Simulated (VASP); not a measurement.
# HfO2 in VASP: settings compared

The runs below take HfO2 through single point, with r2SCAN, PBE.

Program: VASP 6.6.1. These are calculated values, not measurements. Logs are shortened: lines on timing, memory, paths and dates and some standing lists are left out, and cuts for length are marked.

### Step 1. The cell of the first run

It takes space group Fm-3m (No. 225, cubic). The conventional cell has a = 4.999 Å, b = 4.999 Å, c = 4.999 Å, α = 90.00°, β = 90.00°, γ = 90.00°. Hf (site symmetry m-3m) has 8 O at 2.16 Å within 2.9 Å. Within 2.9 Å of O (site symmetry -43m) lie 4 Hf at 2.16 Å and 6 O at 2.50 Å.

### Step 2. Single point, r2SCAN (strain -1.2%)

Contents of POSCAR:

```
HfO2
1.0
    0.0000000000      2.4995908849      2.4995908849
    2.4995908849      0.0000000000      2.4995908849
    2.4995908849      2.4995908849      0.0000000000
Hf O
1 2
Direct
    0.0000000000      0.0000000000      0.0000000000
    0.2500000000      0.2500000000      0.2500000000
    0.7500000000      0.7500000000      0.7500000000
```

Contents of INCAR.step1:

```
PREC = Accurate ; ENCUT = 520
ISMEAR = 0 ; SIGMA = 0.01
LREAL = F ; LASPH = T
NELM = 100 ; NBANDS = 18
GGA = PE ; ALGO = Normal
EDIFF = 1E-4 ; LWAVE = T
LCHARG = F
```

Contents of INCAR.step2:

```
PREC = Accurate ; ENCUT = 520
EDIFF = 1E-7 ; ISMEAR = 0
SIGMA = 0.01 ; LREAL = F
LASPH = T ; NELM = 100
ALGO = Normal ; ISIF = 2
LWAVE = F ; LCHARG = F
METAGGA = R2SCAN ; LMIXTAU = T
NBANDS = 18 ; ISTART = 1
```

Contents of KPOINTS:

```
regular mesh
0
Gamma
  8 8 8
```

Potentials or basis: VASP PAW PBE potentials, release 64 (Hf_pv, O).

Started as:

```
> cat potpaw_PBE.64/Hf_pv/POTCAR potpaw_PBE.64/O/POTCAR > POTCAR
> cp INCAR.step1 INCAR
> mpirun -np 1 vasp_std > vasp.out
> cp INCAR.step2 INCAR
> mpirun -np 1 vasp_std > vasp.out
```

OUTCAR:

```text
PREC = Accurate
   ENCUT = 520
   EDIFF = 1E-7
   ISMEAR = 0
   LREAL = F
   LASPH = T
   NELM = 100
   ISIF = 2
   METAGGA = R2SCAN
   ISTART = 1

 ion  position               nearest neighbor table
   1  0.000  0.000  0.000-   3 2.16   3 2.16   3 2.16   2 2.16   3 2.16   2 2.16   2 2.16   2 2.16

   2  0.250  0.250  0.250-   1 2.16   1 2.16   1 2.16   1 2.16
   3  0.750  0.750  0.750-   1 2.16   1 2.16   1 2.16   1 2.16

  LATTYP: Found a face centered cubic cell.
 ALAT       =     4.9991817698

  Lattice vectors:

 A1 = (   0.0000000000,   2.4995908849,   2.4995908849)
 A2 = (   2.4995908849,   0.0000000000,   2.4995908849)
 A3 = (   2.4995908849,   2.4995908849,   0.0000000000)

Analysis of symmetry for initial positions (statically):
=====================================================================
 Subroutine PRICEL returns:
 Original cell was already a primitive cell.

 Routine SETGRP: Setting up the symmetry group for a
 face centered cubic supercell.

 Subroutine GETGRP returns: Found 48 space group operations
 (whereof 48 operations were pure point group operations)
 out of a pool of 48 trial point group operations.

The static configuration has the point symmetry O_h .

Analysis of symmetry for dynamics (positions and initial velocities):
=====================================================================
 Subroutine PRICEL returns:
 Original cell was already a primitive cell.

 Routine SETGRP: Setting up the symmetry group for a
 face centered cubic supercell.

 Subroutine GETGRP returns: Found 48 space group operations
 (whereof 48 operations were pure point group operations)
 out of a pool of 48 trial point group operations.

The dynamic configuration has the point symmetry O_h .

 Subroutine INISYM returns: Found 48 space group operations
 (whereof 48 operations are pure point group operations),
 and found     1 'primitive' translations

----------------------------------------------------------------------------------------

                                     Primitive cell

  volume of cell :      31.2347

  direct lattice vectors                    reciprocal lattice vectors
     0.000000000  2.499590885  2.499590885    -0.200032735  0.200032735  0.200032735
     2.499590885  0.000000000  2.499590885     0.200032735 -0.200032735  0.200032735
     2.499590885  2.499590885  0.000000000     0.200032735  0.200032735 -0.200032735

  length of vectors
     3.534955330  3.534955330  3.534955330     0.346466859  0.346466859  0.346466859

  position of ions in fractional coordinates (direct lattice)
     0.000000000  0.000000000  0.000000000
     0.250000000  0.250000000  0.250000000
     0.750000000  0.750000000  0.750000000

  ion indices of the primitive-cell ions
   primitive index   ion index
                 1           1
                 2           2
                 3           3

----------------------------------------------------------------------------------------

 KPOINTS: regular mesh

Automatic generation of k-mesh.
 Grid dimensions read from file:
 generate k-points for:    8    8    8

 Generating k-lattice:

  Cartesian coordinates                     Fractional coordinates (reciprocal lattice)
    -0.025004092  0.025004092  0.025004092     0.125000000  0.000000000  0.000000000
     0.025004092 -0.025004092  0.025004092     0.000000000  0.125000000  0.000000000
     0.025004092  0.025004092 -0.025004092     0.000000000  0.000000000  0.125000000

  Length of vectors
     0.043308357  0.043308357  0.043308357

  Shift w.r.t. Gamma in fractional coordinates (k-lattice)
     0.000000000  0.000000000  0.000000000

 Subroutine IBZKPT returns following result:
 ===========================================

 Found     29 irreducible k-points:

 Following reciprocal coordinates:
            Coordinates               Weight
  0.000000  0.000000  0.000000      1.000000
  0.125000  0.000000  0.000000      8.000000
  0.250000  0.000000  0.000000      8.000000
  0.375000  0.000000  0.000000      8.000000
  0.500000  0.000000  0.000000      4.000000
  0.125000  0.125000  0.000000      6.000000
[... 16 lines left out ...]
  0.500000  0.250000  0.125000     48.000000
 -0.375000  0.250000  0.125000     24.000000
 [... further k-points ...]
   k-points           NKPTS =     29   k-points in BZ     NKDIM =     29   number of bands    NBANDS=     18
   number of dos      NEDOS =    301   number of ions     NIONS =      3
   total plane-waves  NPLWV =  21952
   dimension x,y,z NGX =    28 NGY =   28 NGZ =   28
   dimension x,y,z NGXF=    56 NGYF=   56 NGZF=   56
   ions per type =               1   2
   NGX,Y,Z   is equivalent  to a cutoff of  13.17, 13.17, 13.17 a.u.
   NGXF,Y,Z  is equivalent  to a cutoff of  26.34, 26.34, 26.34 a.u.
 SYSTEM =  unknown system
   PREC   = accura    normal or accurate (medium, high low for compatibility)
   ISTART =      1    job   : 0-new  1-cont  2-samecut
   ICHARG =      0    charge: 1-file 2-atom 10-const
   ISPIN  =      1    spin polarized calculation?
   LNONCOLLINEAR =      F non collinear calculations
   LSORBIT =      F    spin-orbit coupling
   LASPH  =      T    aspherical Exc in radial PAW
   ENCUT  =  520.0 eV  38.22 Ry    6.18 a.u.   6.57  6.57  6.57*2*pi/ulx,y,z
   NELM   =    100;   NELMIN=  2; NELMDL=  0     # of ELM steps
   EDIFF  = 0.1E-06   stopping-criterion for ELM
   LREAL  =      F    real-space projection
   EDIFFG = 0.1E-05   stopping-criterion for IOM
   NSW    =      0    number of steps for IOM
   IBRION =     -1    ionic relax: 0-MD 1-quasi-New 2-CG
   NFREE  =      0    steps in history (QN), initial steepest desc. (CG)
   ISIF   =      2    stress and relaxation
   ISYM   =      2    0-nonsym 1-usesym 2-fastsym
   POTIM  = 0.5000    time-step for ionic-motion
   TEBEG  =    0.0;   TEEND  =   0.0 temperature during run
   PSTRESS=    0.0 pullay stress
   NELECT =      22.0000    total number of electrons
   NUPDOWN=      -1.0000    fix difference up-down
   EMIN   =  10.00;   EMAX   =-10.00  energy-range for DOS
   EFERMI =   0.00;   METHOD = LEGACY
   ISMEAR =     0;   SIGMA  =   0.01  broadening in eV -4-tet -1-fermi 0-gaus
   EFERMI_NEDOS =   21; number of points for ismear=-14 and -15
   IALGO  =     38    algorithm
   IMIX   =      4    mixing-type and parameters
[... 19 lines left out ...]

 number of electron      22.0000000 magnetization

 Free energy of the ion-electron system (eV)
  ---------------------------------------------------
  ext. energy  EPLUGINS =         0.00000000
  ---------------------------------------------------
  free energy    TOTEN  =       -68.53930598 eV

  energy without entropy =      -68.53930598  energy(sigma->0) =      -68.53930598

 E-fermi :   4.3195     XC(G=0): -12.8258

 val. band max:        4.2747563584   @ k =   0.5000   0.5000   0.0000
 cond. band min:       8.6941569765   @ k =   0.5000   0.5000   0.0000
 fundamental gap:      4.4194006181
 Fermi energy:         4.3195255340

 k-point     1 :       0.0000    0.0000    0.0000
  band No.  band energies     occupation
      1     -26.1777      2.00000
      2     -26.1777      2.00000
      3     -26.1777      2.00000
      4     -15.7231      2.00000
      5     -12.5081      2.00000
      6      -1.4368      2.00000
[... 10 lines left out ...]
     17      15.8319      0.00000
     18      17.2232      0.00000

 k-point     2 :       0.1250    0.0000    0.0000
  band No.  band energies     occupation
      1     -26.2633      2.00000
      2     -26.1864      2.00000
      3     -26.1864      2.00000
      4     -15.4908      2.00000
      5     -12.6924      2.00000
      6      -1.2754      2.00000
[... 10 lines left out ...]
     17      15.5284      0.00000
     18      17.2222      0.00000

 k-point     3 :       0.2500    0.0000    0.0000
  band No.  band energies     occupation
      1     -26.4598      2.00000
      2     -26.2075      2.00000
      3     -26.2075      2.00000
      4     -14.9534      2.00000
      5     -13.0536      2.00000
      6      -0.8757      2.00000
[... 10 lines left out ...]
     17      15.0012      0.00000
     18      17.2181      0.00000

 k-point     4 :       0.3750    0.0000    0.0000
  band No.  band energies     occupation
      1     -26.6440      2.00000
      2     -26.2284      2.00000
      3     -26.2284      2.00000
      4     -14.5314      2.00000
      5     -13.2188      2.00000
      6      -0.4759      2.00000
[... 10 lines left out ...]
     17      14.7443      0.00000
     18      17.2095      0.00000

 k-point     5 :       0.5000    0.0000    0.0000
  band No.  band energies     occupation
      1     -26.7170      2.00000
      2     -26.2370      2.00000
      3     -26.2370      2.00000
      4     -14.4416      2.00000
      5     -13.1785      2.00000
      6      -0.3192      2.00000
[... 10 lines left out ...]
     17      14.6973      0.00000
     18      17.2134      0.00000

 k-point     6 :       0.1250    0.1250    0.0000
  band No.  band energies     occupation
      1     -26.2717      2.00000
      2     -26.1993      2.00000
      3     -26.1993      2.00000
      4     -15.4087      2.00000
      5     -12.7556      2.00000
      6      -1.2530      2.00000
[... 10 lines left out ...]
     17      15.4822      0.00000
     18      17.2212      0.00000

 k-point     7 :       0.2500    0.1250    0.0000
  band No.  band energies     occupation
      1     -26.4170      2.00000
      2     -26.2232      2.00000
      3     -26.2229      2.00000
      4     -14.9532      2.00000
      5     -13.0660      2.00000
      6      -0.9515      2.00000
[... 10 lines left out ...]
     17      15.1200      0.00000
     18      17.2197      0.00000

 k-point     8 :       0.3750    0.1250    0.0000
  band No.  band energies     occupation
      1     -26.5883      2.00000
      2     -26.2599      2.00000
      3     -26.2441      2.00000
      4     -14.4567      2.00000
      5     -13.3072      2.00000
      6      -0.5992      2.00000
[... 10 lines left out ...]
     17      15.4054      0.00000
     18      17.2151      0.00000
[... 229 lines left out ...]
     17      17.2143      0.00000
     18      17.5122      0.00000

 k-point    20 :      -0.3750    0.3750    0.0000
  band No.  band energies     occupation
      1     -26.6397      2.00000
      2     -26.4601      2.00000
      3     -26.2958      2.00000
      4     -13.8104      2.00000
      5     -13.4617      2.00000
      6      -1.8433      2.00000
[... 10 lines left out ...]
     17      17.2178      0.00000
     18      17.7988      0.00000

 k-point    21 :       0.5000    0.5000    0.0000
  band No.  band energies     occupation
      1     -26.7554      2.00000
      2     -26.3239      2.00000
      3     -26.3239      2.00000
      4     -13.9098      2.00000
      5     -13.3399      2.00000
      6      -2.5352      2.00000
[... 10 lines left out ...]
     17      17.2187      0.00000
     18      18.9038      0.00000

 k-point    22 :       0.3750    0.2500    0.1250
  band No.  band energies     occupation
      1     -26.5206      2.00000
      2     -26.2954      2.00000
      3     -26.2345      2.00000
      4     -14.4838      2.00000
      5     -13.3351      2.00000
      6      -0.8645      2.00000
[... 10 lines left out ...]
     17      15.2390      0.00000
     18      17.2192      0.00000

 k-point    23 :       0.5000    0.2500    0.1250
  band No.  band energies     occupation
      1     -26.6093      2.00000
      2     -26.3658      2.00000
      3     -26.2582      2.00000
      4     -14.0935      2.00000
      5     -13.4667      2.00000
      6      -0.8508      2.00000
[... 10 lines left out ...]
     17      16.0612      0.00000
     18      17.2172      0.00000

 k-point    24 :      -0.3750    0.2500    0.1250
  band No.  band energies     occupation
      1     -26.6433      2.00000
      2     -26.3946      2.00000
      3     -26.2699      2.00000
      4     -14.0339      2.00000
      5     -13.4010      2.00000
      6      -0.8497      2.00000
[... 10 lines left out ...]
     17      16.1339      0.00000
     18      17.2160      0.00000

 [... further k-points ...]
[... 5 lines left out ...]
  --------------------------------------------------------------------------------------
  -------------------------------------------------------------------------------------
  Total        1.1650342      1.1650342      1.1650342      0.0000000      0.0000000     -0.0000000
  in kB       59.7602598     59.7602598     59.7602598      0.0000000      0.0000000     -0.0000000
  external PRESSURE =      59.7602598 kB  Pullay stress =       0.0000000 kB

 VOLUME and BASIS-vectors are now :
 -----------------------------------------------------------------------------
  energy-cutoff  :      520.00
  volume of cell :       31.23
      direct lattice vectors                 reciprocal lattice vectors
     0.000000000  2.499590885  2.499590885    -0.200032735  0.200032735  0.200032735
     2.499590885  0.000000000  2.499590885     0.200032735 -0.200032735  0.200032735
     2.499590885  2.499590885  0.000000000     0.200032735  0.200032735 -0.200032735

 POSITION                                       TOTAL-FORCE (eV/Angst)
 -----------------------------------------------------------------------------------
      0.00000      0.00000      0.00000         0.000000      0.000000      0.000000
      1.24980      1.24980      1.24980        -0.000000     -0.000000     -0.000000
      3.74939      3.74939      3.74939        -0.000000      0.000000      0.000000
 -----------------------------------------------------------------------------------
    total drift:                                0.000000      0.000000      0.000000

  FREE ENERGIE OF THE ION-ELECTRON SYSTEM (eV)
  ---------------------------------------------------
  free  energy   TOTEN  =       -68.5393059795 eV

  energy  without entropy=      -68.5393059795  energy(sigma->0) =      -68.53930598
```

Run time: 86 s. Hardware: 1 thread of Intel Xeon Platinum 8259CL at 2.50GHz (Skylake/Cascade Lake), shared host; peak memory 0.17 GiB.

What came out:

```yaml
Free_energy: -68.5393 eV
Pressure: 6.0 GPa
Band_gap_on_the_k_mesh: 4.42 eV, direct
```

Levels at points of the mesh, in eV from the valence-band top:
```csv
k point,band 8,band 9,band 10,band 11,band 12,band 13,band 14,band 15
"(0.00, 0.00, 0.00)",-5.71,-0.66,-0.66,-0.66,4.52,4.52,6.81,11.56
"(0.50, 0.00, 0.00)",-3.13,-2.90,-1.94,-1.94,5.26,5.26,7.91,9.77
"(0.50, 0.50, 0.00)",-3.68,-1.63,-1.63,0.00,4.42,6.25,7.58,9.06
```

Caveat: the cell differs from its parent crystal (strain -1.2%); the PAW data sets were made with another functional, which shifts forces and pressure a little; spin-orbit coupling is left out, which moves the levels of the heavy elements.

### Step 3. Single point, PBE (uniaxial y strain -2.7%)

Contents of INCAR:

```
SYSTEM = HfO2
PREC = Accurate
ENCUT = 520
EDIFF = 1E-6
ISMEAR = -1
SIGMA = 0.02
LREAL = .FALSE.
LASPH = .TRUE.
NELM = 60
ALGO = Normal
ISIF = 2
LWAVE = .FALSE.
LCHARG = .FALSE.
GGA = PE
NBANDS = 18
```

Contents of KPOINTS:

```
Automatic mesh
0
G
  8 8 8
  0 0 0
```

Contents of POSCAR:

```
HfO2
1.0
    0.0000000000      2.4598827226      2.5291823181
    2.5291823181      0.0000000000      2.5291823181
    2.5291823181      2.4598827226      0.0000000000
Hf O
1 2
Direct
    0.0000000000      0.0000000000      0.0000000000
    0.2500000000      0.2500000000      0.2500000000
    0.7500000000      0.7500000000      0.7500000000
```

Potentials or basis: VASP PAW PBE potentials, release 64 (Hf_pv, O).

Started as:

```
> cat potpaw_PBE.64/Hf_pv/POTCAR potpaw_PBE.64/O/POTCAR > POTCAR
> mpirun -np 1 vasp_std > vasp.out
```

It took 30 s on 1 thread of Intel Xeon Platinum 8259CL at 2.50GHz (Skylake/Cascade Lake), shared host; peak memory 0.18 GiB.

Results (log left out):

```
Free energy            : -30.1874 eV
Pressure               : 9.9 GPa
Band gap on the k mesh : 3.59 eV, indirect (least direct gap 3.67 eV)
```

Stress tensor (GPa, compression positive):
```
 5.35  0.00  0.00
 0.00 18.93  0.00
 0.00  0.00  5.35
```

Levels at points of the mesh, in eV from the valence-band top:
| k point | band 8 | band 9 | band 10 | band 11 | band 12 | band 13 | band 14 | band 15 |
| --- | --- | --- | --- | --- | --- | --- | --- | --- |
| (0.00, 0.00, 0.00) | -5.76 | -0.97 | -0.97 | -0.58 | 3.59 | 3.85 | 5.94 | 10.62 |
| (0.50, 0.00, 0.00) | -3.31 | -3.02 | -2.10 | -2.07 | 4.46 | 4.58 | 7.08 | 8.95 |
| (0.50, 0.50, 0.00) | -3.66 | -2.01 | -1.49 | -0.31 | 3.65 | 5.50 | 6.59 | 8.08 |
| (0.50, 0.00, 0.50) | -3.77 | -1.88 | -1.88 | 0.00 | 3.67 | 5.47 | 7.03 | 8.37 |

Caveat: the cell differs from its parent crystal (uniaxial y strain -2.7%); spin-orbit coupling is left out, which moves the levels of the heavy elements.

### Step 4. Single point, PBE (uniaxial x strain +5.2%)

Contents of INCAR:

```
SYSTEM = HfO2
  ALGO = Normal
  EDIFF = 1E-7
  ENCUT = 520
  GGA = PE
  ISIF = 2
  ISMEAR = -1
  LASPH = .True.
  LCHARG = .False.
  LREAL = .False.
  LWAVE = .False.
  NBANDS = 18
  NELM = 80
  PREC = Accurate
  SIGMA = 0.02
```

Contents of KPOINTS:

```
k-points
0
Gamma
  8 8 8
  0 0 0
```

Contents of POSCAR:

```
HfO2
1.0
    0.0000000000      2.5291823181      2.5291823181
    2.6596881257      0.0000000000      2.5291823181
    2.6596881257      2.5291823181      0.0000000000
Hf O
1 2
Direct
    0.0000000000      0.0000000000      0.0000000000
    0.2500000000      0.2500000000      0.2500000000
    0.7500000000      0.7500000000      0.7500000000
```

Started as:

```
> cat potpaw_PBE.64/Hf_pv/POTCAR potpaw_PBE.64/O/POTCAR > POTCAR
> mpirun -np 1 vasp_std > vasp.out
```

Wall time 33 s (1 thread of Intel Xeon Platinum 8259CL at 2.50GHz (Skylake/Cascade Lake), shared host); peak memory 0.18 GiB.

The run converged. Its results:

```
Free energy            : -30.1265 eV
Pressure               : -9.6 GPa
Band gap on the k mesh : 3.20 eV, indirect (least direct gap 3.38 eV)
```

Stress tensor (GPa, compression positive):
```
-24.58   0.00   0.00
  0.00  -2.08   0.00
  0.00   0.00  -2.08
```

Levels at points of the mesh, in eV from the valence-band top:
```csv
k point,band 8,band 9,band 10,band 11,band 12,band 13,band 14,band 15
"(0.00, 0.00, 0.00)",-5.24,-1.19,-0.56,-0.56,3.20,3.81,5.41,9.57
"(0.50, 0.00, 0.00)",-3.15,-2.83,-1.99,-1.93,4.14,4.35,6.32,8.69
"(0.50, 0.50, 0.00)",-3.44,-2.13,-1.28,0.00,3.38,5.15,6.27,7.48
"(0.00, 0.50, 0.50)",-3.52,-1.48,-1.48,-0.51,3.47,5.07,5.53,7.37
```

Caveat: the cell differs from its parent crystal (uniaxial x strain +5.2%); spin-orbit coupling is left out, which moves the levels of the heavy elements. A k mesh can miss the band edges.

### Step 5. Overview

```tsv
level	cell	smearing	gap on the mesh (eV)	pressure (GPa)
r2SCAN	a = 3.535 Å, angles 60.0°, 3 atoms	gaussian 0.01 eV	4.42	6.0
PBE	a = 3.528, b = 3.577 Å, angles 59.5, 60.9, 59.5°, 3 atoms	fermi-dirac 0.02 eV	3.59	9.9
PBE	a = 3.577, b = 3.670, c = 3.670 Å, angles 58.3, 60.8, 60.8°, 3 atoms	fermi-dirac 0.02 eV	3.20	-9.6
```

Alike in all rows: task single point; potentials or basis VASP PAW PBE potentials, release 64 (Hf_pv, O); no spin polarisation; k mesh 8 × 8 × 8; cutoff (eV) 520.

Caveats: spin-orbit coupling is left out, which moves the levels of the heavy elements; the PAW data sets were made with another functional, which shifts forces and pressure a little (some runs).

Total energies depend on the potentials used, so only differences within one code and one set of settings carry meaning.
